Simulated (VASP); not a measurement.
# Ni (P6_3/mmc) in VASP: further runs

Aim: see how the results for Ni move with the level of theory and the settings. Levels: PBEsol, r2SCAN. Tasks: single point.

All numbers are computed with VASP 6.6.1; they aren't measurements. Logs are shortened: lines on timing, memory, paths and dates and some standing lists are left out, and cuts for length are marked.

## (1) The cell of the first run

The structure is hexagonal, space group P6_3/mmc (No. 194). The conventional cell has a = 2.515 Å, b = 2.515 Å, c = 3.982 Å, α = 90.00°, β = 90.00°, γ = 120.00°. Ni (site symmetry -6m2) has 12 Ni at 2.46 to 2.51 Å within 3.3 Å.

## (2) Single point, PBEsol, collinear spin, ferromagnetic start

INCAR

```
SYSTEM = Ni
ALGO = Normal ; EDIFF = 1E-7
ENCUT = 520 ; GGA = PS
ISIF = 2 ; ISMEAR = 0
ISPIN = 2 ; LASPH = .True.
LCHARG = .True. ; LELF = .True.
LMAXMIX = 4 ; LORBIT = 11
LREAL = .False. ; LVHAR = .True.
LWAVE = .False. ; MAGMOM = -0.8 -0.8
NBANDS = 21 ; NELM = 150
PREC = Accurate ; SIGMA = 0.15
```

KPOINTS

```
k-points
0
Gamma
  8 8 5
  0 0 0
```

POSCAR

```
Ni
1.0
    2.5146270000      0.0000000000      0.0000000000
   -1.2573090000      2.1777340000      0.0000000000
    0.0000000000      0.0000000000      3.9819780000
Ni
2
Direct
    0.3333300000      0.6666700000      0.2500000000
    0.6666600000      0.3333300000      0.7500000000
```

Potentials or basis: VASP PAW PBE potentials, release 64 (Ni).

Run with:

```console
$ cat potpaw_PBE.64/Ni/POTCAR > POTCAR
$ mpirun -np 1 vasp_std > vasp.out
```

OUTCAR:

```text
SYSTEM = Ni
   EDIFF = 1E-7
   ENCUT = 520
   GGA = PS
   ISIF = 2
   ISMEAR = 0
   ISPIN = 2
   LASPH = .True.
   LORBIT = 11
   LREAL = .False.
   NELM = 150
   PREC = Accurate

 ion  position               nearest neighbor table
   1  0.333  0.667  0.250-   2 2.46   2 2.46   2 2.46   2 2.46   2 2.46   2 2.46
   2  0.667  0.333  0.750-   1 2.46   1 2.46   1 2.46   1 2.46   1 2.46   1 2.46

  LATTYP: Found a hexagonal cell.
 ALAT       =     2.5146270000
 C/A-ratio  =     1.5835263043

  Lattice vectors:

 A1 = (   2.5146270000,   0.0000000000,   0.0000000000)
 A2 = (  -1.2573090000,   2.1777340000,   0.0000000000)
 A3 = (   0.0000000000,   0.0000000000,   3.9819780000)

Analysis of symmetry for initial positions (statically):
=====================================================================
 Subroutine PRICEL returns:
 Original cell was already a primitive cell.

 Routine SETGRP: Setting up the symmetry group for a
 hexagonal supercell.

 Subroutine GETGRP returns: Found  8 space group operations
 (whereof  2 operations were pure point group operations)
 out of a pool of 24 trial point group operations.

The static configuration has the point symmetry C_2 .
 The point group associated with its full space group is D_2h.

Analysis of symmetry for dynamics (positions and initial velocities):
=====================================================================
 Subroutine PRICEL returns:
 Original cell was already a primitive cell.

 Routine SETGRP: Setting up the symmetry group for a
 hexagonal supercell.

 Subroutine GETGRP returns: Found  8 space group operations
 (whereof  2 operations were pure point group operations)
 out of a pool of 24 trial point group operations.

The dynamic configuration has the point symmetry C_2 .
 The point group associated with its full space group is D_2h.

Analysis of structural, dynamic, and magnetic symmetry:
=====================================================================
 Subroutine PRICEL returns:
 Original cell was already a primitive cell.

 Routine SETGRP: Setting up the symmetry group for a
 hexagonal supercell.

 Subroutine GETGRP returns: Found  8 space group operations
 (whereof  2 operations were pure point group operations)
 out of a pool of 24 trial point group operations.

The overall configuration has the point symmetry C_2 .
 The point group associated with its full space group is D_2h.

 Subroutine INISYM returns: Found  8 space group operations
 (whereof  2 operations are pure point group operations),
 and found     1 'primitive' translations

----------------------------------------------------------------------------------------

                                     Primitive cell

  volume of cell :      21.8061

  direct lattice vectors                    reciprocal lattice vectors
     2.514627000  0.000000000  0.000000000     0.397673293  0.229595630  0.000000000
    -1.257309000  2.177734000  0.000000000     0.000000000  0.459192904  0.000000000
     0.000000000  0.000000000  3.981978000     0.000000000  0.000000000  0.251131473

  length of vectors
     2.514627000  2.514627467  3.981978000     0.459192989  0.459192904  0.251131473

  position of ions in fractional coordinates (direct lattice)
     0.333330000  0.666670000  0.250000000
     0.666660000  0.333330000  0.750000000

  ion indices of the primitive-cell ions
   primitive index   ion index
                 1           1
                 2           2

----------------------------------------------------------------------------------------

 KPOINTS: k-points

Automatic generation of k-mesh.
 Grid dimensions read from file:
 generate k-points for:    8    8    5

 Generating k-lattice:

  Cartesian coordinates                     Fractional coordinates (reciprocal lattice)
     0.049709162  0.028699454  0.000000000     0.125000000 -0.000000000  0.000000000
     0.000000000  0.057399113  0.000000000     0.000000000  0.125000000  0.000000000
     0.000000000  0.000000000  0.050226295     0.000000000  0.000000000  0.200000000

  Length of vectors
     0.057399124  0.057399113  0.050226295

  Shift w.r.t. Gamma in fractional coordinates (k-lattice)
     0.000000000  0.000000000  0.000000000

 Subroutine IBZKPT returns following result:
 ===========================================

 Found     63 irreducible k-points:

 Following reciprocal coordinates:
            Coordinates               Weight
  0.000000  0.000000  0.000000      1.000000
  0.125000  0.000000  0.000000      4.000000
  0.000000  0.125000  0.000000      2.000000
  0.250000  0.000000  0.000000      4.000000
  0.000000  0.250000  0.000000      2.000000
  0.375000  0.000000  0.000000      4.000000
[... 16 lines left out ...]
  0.125000  0.000000  0.200000      8.000000
  0.000000  0.125000  0.200000      4.000000
 [... further k-points ...]
   k-points           NKPTS =     63   k-points in BZ     NKDIM =     63   number of bands    NBANDS=     21
   number of dos      NEDOS =    301   number of ions     NIONS =      2
   total plane-waves  NPLWV =  12000
   dimension x,y,z NGX =    20 NGY =   20 NGZ =   30
   dimension x,y,z NGXF=    40 NGYF=   40 NGZF=   60
   ions per type =               2
   NGX,Y,Z   is equivalent  to a cutoff of  13.22, 13.22, 12.52 a.u.
   NGXF,Y,Z  is equivalent  to a cutoff of  26.44, 26.44, 25.05 a.u.
 SYSTEM =  Ni
   PREC   = accura    normal or accurate (medium, high low for compatibility)
   ISTART =      0    job   : 0-new  1-cont  2-samecut
   ICHARG =      2    charge: 1-file 2-atom 10-const
   ISPIN  =      2    spin polarized calculation?
   LNONCOLLINEAR =      F non collinear calculations
   LSORBIT =      F    spin-orbit coupling
   LASPH  =      T    aspherical Exc in radial PAW
   ENCUT  =  520.0 eV  38.22 Ry    6.18 a.u.   4.68  4.68  7.40*2*pi/ulx,y,z
   NELM   =    150;   NELMIN=  2; NELMDL= -5     # of ELM steps
   EDIFF  = 0.1E-06   stopping-criterion for ELM
   LREAL  =      F    real-space projection
   EDIFFG = 0.1E-05   stopping-criterion for IOM
   NSW    =      0    number of steps for IOM
   IBRION =     -1    ionic relax: 0-MD 1-quasi-New 2-CG
   NFREE  =      0    steps in history (QN), initial steepest desc. (CG)
   ISIF   =      2    stress and relaxation
   ISYM   =      2    0-nonsym 1-usesym 2-fastsym
   POTIM  = 0.5000    time-step for ionic-motion
   TEBEG  =    0.0;   TEEND  =   0.0 temperature during run
   PSTRESS=    0.0 pullay stress
   NELECT =      20.0000    total number of electrons
   NUPDOWN=      -1.0000    fix difference up-down
   EMIN   =  10.00;   EMAX   =-10.00  energy-range for DOS
   EFERMI =   0.00;   METHOD = LEGACY
   ISMEAR =     0;   SIGMA  =   0.15  broadening in eV -4-tet -1-fermi 0-gaus
   EFERMI_NEDOS =   21; number of points for ismear=-14 and -15
   IALGO  =     38    algorithm
   IMIX   =      4    mixing-type and parameters
     AMIX     =   0.40;   BMIX     =  1.00
     AMIX_MAG =   1.60;   BMIX_MAG =  1.00
  volume/ion in A,a.u.               =      10.90        73.58
  Fermi-wavevector in a.u.,A,eV,Ry     =   1.590593  3.005785 34.422552  2.529986
  Thomas-Fermi vector in A             =   2.689264
   LORBIT       =     11    0 simple, 1 ext, 2 COOP (PROOUT), +10 PAW based schemes
   GGA     = PS    functional components
   LHFCALC =     F    Hartree Fock is set to
   AEXX    =    0.0000 exact exchange contribution
   IVDW    =     0    specifies the selected vdW correction
   LEPSILON=     F    determine dielectric tensor
   LRPA    =     F    only Hartree local field effects (RPA)
 spin polarized calculation
 Gauss-broadening in eV      SIGMA  =   0.15
  energy-cutoff  :      520.00
  volume of cell :       21.81
 maximum number of plane-waves:       597
   NGX =  9   NGY =  9   NGZ = 15

 number of electron      19.9999991 magnetization      -1.3189289

 Free energy of the ion-electron system (eV)
  ---------------------------------------------------
  ext. energy  EPLUGINS =         0.00000000
  ---------------------------------------------------
  free energy    TOTEN  =       -12.20878246 eV

  energy without entropy =      -12.15912455  energy(sigma->0) =      -12.18395351

 E-fermi :   9.1933     XC(G=0): -13.4205

 val. band max:        9.1897674164   @ k =   0.3750   0.1250   0.4000
 cond. band min:       9.1952770006   @ k =   0.0000   0.0000   0.0000
 fundamental gap:      0.0055095842
 Fermi energy:         9.1932722096

 spin component 1

 k-point     1 :       0.0000    0.0000    0.0000
  band No.  band energies     occupation
      1       0.1068      1.00000
      2       4.7902      1.00000
      3       7.5262      1.00000
      4       7.5262      1.00000
      5       7.5878      1.00000
      6       7.8498      1.00000
[... 13 lines left out ...]
     20      35.5803      0.00000
     21      39.7960      0.00000
[... 529 lines left out ...]
 k-point    24 :       0.0000    0.1250    0.2000
  band No.  band energies     occupation
      1       1.0278      1.00000
      2       4.8716      1.00000
      3       7.0656      1.00000
      4       7.1824      1.00000
      5       7.5138      1.00000
      6       7.5960      1.00000
[... 13 lines left out ...]
     20      36.1313      0.00000
     21      38.6201      0.00000

 [... further k-points ...]

 spin component 2

 k-point     1 :       0.0000    0.0000    0.0000
  band No.  band energies     occupation
      1       0.1104      1.00000
      2       4.3691      1.00000
      3       6.8492      1.00000
      4       6.8493      1.00000
      5       6.8839      1.00000
      6       7.1517      1.00000
[... 13 lines left out ...]
     20      35.6712      0.00000
     21      39.8333      0.00000
[... 529 lines left out ...]
 k-point    24 :       0.0000    0.1250    0.2000
  band No.  band energies     occupation
      1       1.0289      1.00000
      2       4.5364      1.00000
      3       6.5270      1.00000
      4       6.5682      1.00000
      5       6.8253      1.00000
      6       6.9125      1.00000
[... 13 lines left out ...]
     20      36.0367      0.00000
     21      38.5362      0.00000

 [... further k-points ...]

------------------------ aborting loop because EDIFF is reached ----------------------------------------

  FORCE on cell =-STRESS in cart. coord.  units (eV):
  Direction    XX          YY          ZZ          XY          YZ          ZX
  --------------------------------------------------------------------------------------
  -------------------------------------------------------------------------------------
  Total       -1.5146269     -1.5146248     -0.5717057     -0.0000031     -0.0000000      0.0000000
  in kB     -111.2856019   -111.2854507    -42.0054706     -0.0002300     -0.0000000      0.0000000
  external PRESSURE =     -88.1921744 kB  Pullay stress =       0.0000000 kB

 VOLUME and BASIS-vectors are now :
 -----------------------------------------------------------------------------
  energy-cutoff  :      520.00
  volume of cell :       21.81
      direct lattice vectors                 reciprocal lattice vectors
     2.514627000  0.000000000  0.000000000     0.397673293  0.229595630  0.000000000
    -1.257309000  2.177734000  0.000000000     0.000000000  0.459192904  0.000000000
     0.000000000  0.000000000  3.981978000     0.000000000  0.000000000  0.251131473

 POSITION                                       TOTAL-FORCE (eV/Angst)
 -----------------------------------------------------------------------------------
     -0.00001      1.45183      0.99549        -0.000000     -0.000033     -0.000000
      1.25730      0.72590      2.98648         0.000000      0.000033      0.000000
 -----------------------------------------------------------------------------------
    total drift:                                0.000000      0.000000      0.000000

  FREE ENERGIE OF THE ION-ELECTRON SYSTEM (eV)
  ---------------------------------------------------
  free  energy   TOTEN  =       -12.2087824618 eV

  energy  without entropy=      -12.1591245509  energy(sigma->0) =      -12.18395351

 total charge

# of ion       s       p       d       tot
------------------------------------------
    1        0.499   0.501   8.311   9.311
    2        0.499   0.501   8.311   9.311
--------------------------------------------------
tot          0.998   1.001  16.622  18.622

 magnetization (x)

# of ion       s       p       d       tot
------------------------------------------
    1        0.004   0.023  -0.695  -0.668
    2        0.004   0.023  -0.695  -0.668
--------------------------------------------------
tot          0.008   0.045  -1.390  -1.336
```

Run time: 50 s. Hardware: 1 thread of AMD EPYC 7R43 (Zen 3), shared host; peak memory 0.13 GiB.

Results:

```yaml
Free_energy: -12.2088 eV
Pressure: -8.8 GPa
Net_moment: -1.32 μB per cell
Site_moments: Ni -0.67 μB
Valence_electrons_inside_the_program's_atomic_spheres: Ni 9.31
```

Levels at points of the mesh, in eV from the Fermi level:
Spin up:
| k point | band 5 | band 6 | band 7 | band 8 | band 9 | band 10 | band 11 | band 12 | band 13 | band 14 |
| --- | --- | --- | --- | --- | --- | --- | --- | --- | --- | --- |
| (0.00, 0.00, 0.00) | -1.61 | -1.34 | -1.34 | -1.11 | -1.11 | -0.08 | 0.00 | 0.00 | 6.45 | 21.98 |
| (0.50, 0.00, 0.00) | -1.89 | -1.64 | -1.30 | 0.08 | 0.23 | 0.25 | 1.54 | 3.26 | 9.56 | 10.16 |
| (0.00, 0.50, 0.00) | -1.89 | -1.64 | -1.30 | 0.08 | 0.23 | 0.25 | 1.54 | 3.26 | 9.57 | 10.16 |
Spin down:
```tsv
k point	band 9	band 10	band 11	band 12	band 13	band 14
(0.00, 0.00, 0.00)	-1.83	-0.77	-0.77	-0.05	6.05	22.07
(0.50, 0.00, 0.00)	-0.54	-0.54	1.04	2.85	9.41	10.03
(0.00, 0.50, 0.00)	-0.54	-0.54	1.04	2.85	9.41	10.03
```

Caveat: the k points lie up to 0.36 Å⁻¹ apart; the PAW data sets were made with another functional, which shifts forces and pressure a little.

(Part 1 of 2 ends here.)
